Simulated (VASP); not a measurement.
# Zr (P6_3/mmc) in VASP: a series of runs

Zr is run at these levels: PBE; tasks: relaxation of cell and atoms.

All numbers are computed with VASP 6.6.1; they aren't measurements. Logs are shortened: lines on timing, memory, paths and dates and some standing lists are left out, and cuts for length are marked.

### Step 1. The cell of the first run

Symmetry: P6_3/mmc, No. 194, hexagonal system. Conventional cell: a = 2.747 Å, b = 2.747 Å, c = 4.853 Å, α = 90.00°, β = 90.00°, γ = 120.00°. Within 3.6 Å of Zr (site symmetry -6m2) lie 12 Zr at 2.75 to 2.90 Å.

### Step 2. Relaxation of cell and atoms, PBE, target pressure 64 GPa, at which the enthalpy is minimised

File INCAR:

```
SYSTEM = Zr
  ALGO = Normal
  EDIFF = 1E-7
  EDIFFG = -0.005
  ENCUT = 600
  GGA = PE
  IBRION = 2
  ISIF = 3
  ISMEAR = -1
  LASPH = .True.
  LCHARG = .False.
  LREAL = .False.
  LWAVE = .False.
  NELM = 100
  NSW = 32
  PREC = Accurate
  PSTRESS = 640.0
  SIGMA = 0.05
```

File KPOINTS:

```
k-points
0
Gamma
  16 16 9
  0 0 0
```

File POSCAR:

```
Zr
1.0
    2.7470995768      0.0000000000      0.0000000000
   -1.3735497884      2.3790580203      0.0000000000
    0.0000000000      0.0000000000      4.8530354888
Zr
2
Direct
    0.3333333333      0.6666666667      0.2500000000
    0.6666666667      0.3333333333      0.7500000000
```

Potentials or basis: VASP PAW PBE potentials, release 64 (Zr_sv).

On the command line:

```
$ cat potpaw_PBE.64/Zr_sv/POTCAR > POTCAR
$ mpirun -np 1 vasp_std > vasp.out
```

OUTCAR:

```text
SYSTEM = Zr
   EDIFF = 1E-7
   EDIFFG = -0.005
   ENCUT = 600
   GGA = PE
   IBRION = 2
   ISIF = 3
   ISMEAR = -1
   LASPH = .True.
   LREAL = .False.
   NELM = 100
   NSW = 32
   PREC = Accurate
   PSTRESS = 640.0

 ion  position               nearest neighbor table
   1  0.333  0.667  0.250-   2 2.90   2 2.90   2 2.90   2 2.90   2 2.90   2 2.90
   2  0.667  0.333  0.750-   1 2.90   1 2.90   1 2.90   1 2.90   1 2.90   1 2.90

  LATTYP: Found a hexagonal cell.
 ALAT       =     2.7470995768
 C/A-ratio  =     1.7666034132

  Lattice vectors:

 A1 = (   2.7470995768,   0.0000000000,   0.0000000000)
 A2 = (  -1.3735497884,   2.3790580203,   0.0000000000)
 A3 = (   0.0000000000,   0.0000000000,   4.8530354888)

Analysis of symmetry for initial positions (statically):
=====================================================================
 Subroutine PRICEL returns:
 Original cell was already a primitive cell.

 Routine SETGRP: Setting up the symmetry group for a
 hexagonal supercell.

 Subroutine GETGRP returns: Found 24 space group operations
 (whereof 12 operations were pure point group operations)
 out of a pool of 24 trial point group operations.

The static configuration has the point symmetry D_3d.
 The point group associated with its full space group is D_6h.

Analysis of symmetry for dynamics (positions and initial velocities):
=====================================================================
 Subroutine PRICEL returns:
 Original cell was already a primitive cell.

 Routine SETGRP: Setting up the symmetry group for a
 hexagonal supercell.

 Subroutine GETGRP returns: Found 24 space group operations
 (whereof 12 operations were pure point group operations)
 out of a pool of 24 trial point group operations.

The dynamic configuration has the point symmetry D_3d.
 The point group associated with its full space group is D_6h.

 Subroutine INISYM returns: Found 24 space group operations
 (whereof 12 operations are pure point group operations),
 and found     1 'primitive' translations

----------------------------------------------------------------------------------------

                                     Primitive cell

  volume of cell :      31.7171

  direct lattice vectors                    reciprocal lattice vectors
     2.747099577  0.000000000  0.000000000     0.364020296  0.210167216  0.000000000
    -1.373549788  2.379058020  0.000000000     0.000000000  0.420334431  0.000000000
     0.000000000  0.000000000  4.853035489     0.000000000  0.000000000  0.206056602

  length of vectors
     2.747099577  2.747099577  4.853035489     0.420334431  0.420334431  0.206056602

  position of ions in fractional coordinates (direct lattice)
     0.333333333  0.666666667  0.250000000
     0.666666667  0.333333333  0.750000000

  ion indices of the primitive-cell ions
   primitive index   ion index
                 1           1
                 2           2

----------------------------------------------------------------------------------------

 KPOINTS: k-points

Automatic generation of k-mesh.
 Grid dimensions read from file:
 generate k-points for:   16   16    9

 Generating k-lattice:

  Cartesian coordinates                     Fractional coordinates (reciprocal lattice)
     0.022751268  0.013135451  0.000000000     0.062500000  0.000000000  0.000000000
     0.000000000  0.026270902  0.000000000     0.000000000  0.062500000  0.000000000
     0.000000000  0.000000000  0.022895178     0.000000000  0.000000000  0.111111111

  Length of vectors
     0.026270902  0.026270902  0.022895178

  Shift w.r.t. Gamma in fractional coordinates (k-lattice)
     0.000000000  0.000000000  0.000000000

 Subroutine IBZKPT returns following result:
 ===========================================

 Found    150 irreducible k-points:

 Following reciprocal coordinates:
            Coordinates               Weight
  0.000000  0.000000  0.000000      1.000000
  0.062500  0.000000  0.000000      6.000000
  0.125000  0.000000  0.000000      6.000000
  0.187500  0.000000  0.000000      6.000000
  0.250000  0.000000  0.000000      6.000000
  0.312500  0.000000  0.000000      6.000000
[... 16 lines left out ...]
  0.187500  0.187500  0.000000      6.000000
  0.250000  0.187500  0.000000     12.000000
 [... further k-points ...]
   k-points           NKPTS =    150   k-points in BZ     NKDIM =    150   number of bands    NBANDS=     16
   number of dos      NEDOS =    301   number of ions     NIONS =      2
   total plane-waves  NPLWV =  23040
   dimension x,y,z NGX =    24 NGY =   24 NGZ =   40
   dimension x,y,z NGXF=    48 NGYF=   48 NGZF=   80
   ions per type =               2
   NGX,Y,Z   is equivalent  to a cutoff of  14.52, 14.52, 13.70 a.u.
   NGXF,Y,Z  is equivalent  to a cutoff of  29.05, 29.05, 27.40 a.u.
 SYSTEM =  Zr
   PREC   = accura    normal or accurate (medium, high low for compatibility)
   ISTART =      0    job   : 0-new  1-cont  2-samecut
   ICHARG =      2    charge: 1-file 2-atom 10-const
   ISPIN  =      1    spin polarized calculation?
   LNONCOLLINEAR =      F non collinear calculations
   LSORBIT =      F    spin-orbit coupling
   LASPH  =      T    aspherical Exc in radial PAW
   ENCUT  =  600.0 eV  44.10 Ry    6.64 a.u.   5.49  5.49  9.69*2*pi/ulx,y,z
   NELM   =    100;   NELMIN=  2; NELMDL= -5     # of ELM steps
   EDIFF  = 0.1E-06   stopping-criterion for ELM
   LREAL  =      F    real-space projection
   EDIFFG = -.5E-02   stopping-criterion for IOM
   NSW    =     32    number of steps for IOM
   IBRION =      2    ionic relax: 0-MD 1-quasi-New 2-CG
   NFREE  =      1    steps in history (QN), initial steepest desc. (CG)
   ISIF   =      3    stress and relaxation
   ISYM   =      2    0-nonsym 1-usesym 2-fastsym
   POTIM  = 0.5000    time-step for ionic-motion
   TEBEG  =    0.0;   TEEND  =   0.0 temperature during run
   PSTRESS=  640.0 pullay stress
   NELECT =      24.0000    total number of electrons
   NUPDOWN=      -1.0000    fix difference up-down
   EMIN   =  10.00;   EMAX   =-10.00  energy-range for DOS
   EFERMI =   0.00;   METHOD = LEGACY
   ISMEAR =    -1;   SIGMA  =   0.05  broadening in eV -4-tet -1-fermi 0-gaus
   EFERMI_NEDOS =   21; number of points for ismear=-14 and -15
   IALGO  =     38    algorithm
   IMIX   =      4    mixing-type and parameters
     AMIX     =   0.40;   BMIX     =  1.00
     AMIX_MAG =   1.60;   BMIX_MAG =  1.00
  volume/ion in A,a.u.               =      15.86       107.02
  Fermi-wavevector in a.u.,A,eV,Ry     =   1.491813  2.819117 30.279832  2.225505
  Thomas-Fermi vector in A             =   2.604420
   LORBIT       =      0    0 simple, 1 ext, 2 COOP (PROOUT), +10 PAW based schemes
   GGA     = PE    functional components
   LHFCALC =     F    Hartree Fock is set to
   AEXX    =    0.0000 exact exchange contribution
   IVDW    =     0    specifies the selected vdW correction
   LEPSILON=     F    determine dielectric tensor
   LRPA    =     F    only Hartree local field effects (RPA)
 conjugate gradient relaxation of ions
 non-spin polarized calculation
  energy-cutoff  :      600.00
  volume of cell :       31.72
 maximum number of plane-waves:      1088
 NGX is ok and might be reduce to    24
   NGX = 11   NGY = 11   NGZ = 19

--------------------------------------- Ionic step        1  -------------------------------------------

 number of electron      24.0000000 magnetization

 Free energy of the ion-electron system (eV)
  ---------------------------------------------------
  ext. energy  EPLUGINS =         0.00000000
  ---------------------------------------------------
  free energy    TOTEN  =       -14.71004753 eV

  energy without entropy =      -14.70030297  energy(sigma->0) =      -14.70517525

------------------------ aborting loop because EDIFF is reached ----------------------------------------

  FORCE on cell =-STRESS in cart. coord.  units (eV):
  Direction    XX          YY          ZZ          XY          YZ          ZX
  --------------------------------------------------------------------------------------
  -------------------------------------------------------------------------------------
  Total       12.7306912     12.7306912     12.6758612      0.0000000      0.0000000      0.0000000
  in kB      643.0869013    643.0869013    640.3171793      0.0000000      0.0000000      0.0000000
  external PRESSURE =       2.1636607 kB  Pullay stress =     640.0000000 kB
[... 99 lines left out ...]
  enthalpy is  TOTEN    =        -2.0404965946 eV   P V=       12.6832094904

--------------------------------------- Ionic step        4  -------------------------------------------

 number of electron      24.0000000 magnetization

 Free energy of the ion-electron system (eV)
  ---------------------------------------------------
  ext. energy  EPLUGINS =         0.00000000
  ---------------------------------------------------
  free energy    TOTEN  =       -14.72227003 eV

  energy without entropy =      -14.71247660  energy(sigma->0) =      -14.71737332

 E-fermi :  13.8259     XC(G=0): -12.9496

 val. band max:       13.8067266818   @ k =   0.1875   0.0000   0.2222
 cond. band min:      13.8317907408   @ k =   0.1875   0.1250   0.4444
 fundamental gap:      0.0250640590
 Fermi energy:        13.8259412038

 k-point     1 :       0.0000    0.0000    0.0000
  band No.  band energies     occupation
      1     -34.6068      2.00000
      2     -34.1371      2.00000
      3     -13.8322      2.00000
      4     -11.2580      2.00000
      5     -11.1430      2.00000
      6     -11.1430      2.00000
[... 8 lines left out ...]
     15      15.7586      0.00000
     16      16.4557      0.00000
[... 420 lines left out ...]
  band No.  band energies     occupation
      1     -34.0149      2.00000
      2     -33.7896      2.00000
      3     -13.2835      2.00000
      4     -13.1201      2.00000
      5     -12.7642      2.00000
      6     -12.0911      2.00000
[... 8 lines left out ...]
     15      15.5271      0.00000
     16      17.3250      0.00000

 [... further k-points ...]

------------------------ aborting loop because EDIFF is reached ----------------------------------------

  FORCE on cell =-STRESS in cart. coord.  units (eV):
  Direction    XX          YY          ZZ          XY          YZ          ZX
  --------------------------------------------------------------------------------------
  -------------------------------------------------------------------------------------
  Total       12.6821290     12.6821290     12.6749871      0.0000000     -0.0000000      0.0000000
  in kB      640.0192217    640.0192217    639.6587979      0.0000000     -0.0000000      0.0000000
  external PRESSURE =      -0.1009195 kB  Pullay stress =     640.0000000 kB
[... 17 lines left out ...]
  FREE ENERGIE OF THE ION-ELECTRON SYSTEM (eV)
  ---------------------------------------------------
  free  energy   TOTEN  =       -14.7222700344 eV

  energy  without entropy=      -14.7124765958  energy(sigma->0) =      -14.71737332

  enthalpy is  TOTEN    =        -2.0405219306 eV   P V=       12.6817481038

 reached required accuracy - stopping structural energy minimisation
```

It took 2.5 min on 1 thread of Intel Xeon Platinum 8259CL at 2.50GHz (Skylake/Cascade Lake), shared host; peak memory 0.22 GiB.

Results:

```yaml
Free_energy: -14.7223 eV
Relaxed_volume: 15.87 Å³/atom
Relaxed_cell: a = 2.750 Å, b = 2.750 Å, c = 4.849 Å, α = 90.00°, β = 90.00°, γ = 120.00°
Space_group_after_relaxing_to_0.1_Å: P6_3/mmc (No. 194)
Energy_change_on_relaxing_the_run_minimises_the_enthalpy: -6.1 meV/atom
Ionic_steps: 4
Pressure_after_relaxing: 64.0 GPa
Band_gap_on_the_k_mesh: zero (bands 12 and 13 overlap by 1.56 eV)
```

Step by step:
| step | energy change (eV) | largest force (eV/Å) | pressure (GPa) | volume (Å³) |
| --- | --- | --- | --- | --- |
| 1 | 0.0000 | 0.0000 | 64.22 | 31.72 |
| 2 | -0.0392 | 0.0000 | 63.39 | 31.82 |
| 3 | -0.0137 | 0.0000 | 63.93 | 31.75 |
| 4 | -0.0122 | 0.0000 | 63.99 | 31.75 |

Final structure:
```
Zr
1.0
     2.74960    0.00000    0.00000
    -1.37480    2.38122    0.00000
     0.00000    0.00000    4.84887
Zr
2
Direct
  0.33333 0.66667 0.25000
  0.66667 0.33333 0.75000
```

Caveat: the cell is relaxed towards a set pressure, so the run minimises the enthalpy, not the energy.

[end of part 1 of 2]

The gap in the log of VASP goes by the Fermi energy; the results here count the filled bands.